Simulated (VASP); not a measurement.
Wanted: the native input for a VASP 6.6.1 run.

| Quantity | Value |
| --- | --- |
| Task | single point |
| Functional | PBEsol |
| Dispersion | D3(BJ) |
| Potentials or basis | VASP PAW PBE potentials, release 64 (Sn_d, O) |
| Cutoff | 520 eV |
| k mesh | 8 × 6 × 8 |
| Occupations | gaussian, width 0.02 eV |
| Spin | no spin polarisation |
| Dipole correction | no |
| Further INCAR settings | ALGO = Normal; EDIFF = 1e-06; NBANDS = 28 |

The structure of SnO lies in POSCAR:

```
SnO
1.0
    3.2372678438      0.0000000000      0.0000000000
    0.0000000000      5.4473449125      0.0000000000
    0.0000000000      0.0000000000      3.3457367891
Sn O
2 2
Direct
    0.0000000000      0.2541722850      0.5684916379
    0.5000000000      0.7458277150      0.0684916379
    0.0000000000      0.8695928252      0.6815093621
    0.5000000000      0.1304071748      0.1815093621
```

This cell differs from its parent crystal: volume scaled by 0.88, then relaxed in part.

The input as run:

INCAR

```
  ALGO = Normal
  EDIFF = 1E-6
  ENCUT = 520
  GGA = PS
  ISIF = 2
  ISMEAR = 0
  IVDW = 12
  LASPH = T
  LCHARG = F
  LREAL = F
  LWAVE = F
  NBANDS = 28
  NELM = 80
  PREC = Accurate
  SIGMA = 0.02
```

KPOINTS

```
k-points
0
Gamma
  8 6 8
```

Potentials or basis: VASP PAW PBE potentials, release 64 (Sn_d, O).

Launch:

```console
$ cat potpaw_PBE.64/Sn_d/POTCAR potpaw_PBE.64/O/POTCAR > POTCAR
$ mpirun -np 1 vasp_std > vasp.out
```

Results of the run:

| Property | Result |
| --- | --- |
| Pressure | 6.5 GPa |
| Largest force | 0.087 eV/Å |
| Band gap on the k mesh | 0.79 eV, indirect (least direct gap 1.66 eV) |
| Dispersion energy per atom | -0.257 eV |

Caveat: the PAW data sets were made with another functional, which shifts forces and pressure a little; spin-orbit coupling is left out, which moves the levels of the heavy elements.

Run time: 92 s on 1 thread of Intel Xeon 6975P-C (shared host), peak memory 0.28 GiB.
